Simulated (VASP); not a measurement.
KI:

```
CELL_PARAMETERS angstrom
4.29094 0.00000 0.00000
0.00000 4.29094 0.00000
0.00000 0.00000 4.29094
ATOMIC_POSITIONS crystal
K 0.00000 0.00000 0.00000
I 0.50000 0.50000 0.50000
```

Base run:

```yaml
Program: VASP 6.6.1
Functional: r2SCAN
Potentials_or_basis: VASP PAW PBE potentials, release 64 (K_sv, I)
Cutoff: 520 eV
k_mesh: 4 × 4 × 4
Occupations: gaussian, width 0.01 eV
Spin: no spin polarisation
```

Its results: band gap on the k mesh 4.04 eV, indirect (least direct gap 4.41 eV); pressure 0.1 GPa.

Problem. The run is repeated on the same cell with these changes: functional from r2SCAN to PBE-based screened hybrid. What comes out?

Solution. Band gap on the k mesh 4.27 eV, indirect (least direct gap 4.65 eV); pressure 0.2 GPa.

Caveats: the PAW data sets were made with another functional, which shifts forces and pressure a little; spin-orbit coupling is left out, which moves the levels of the heavy elements.

A k mesh can miss the band edges.
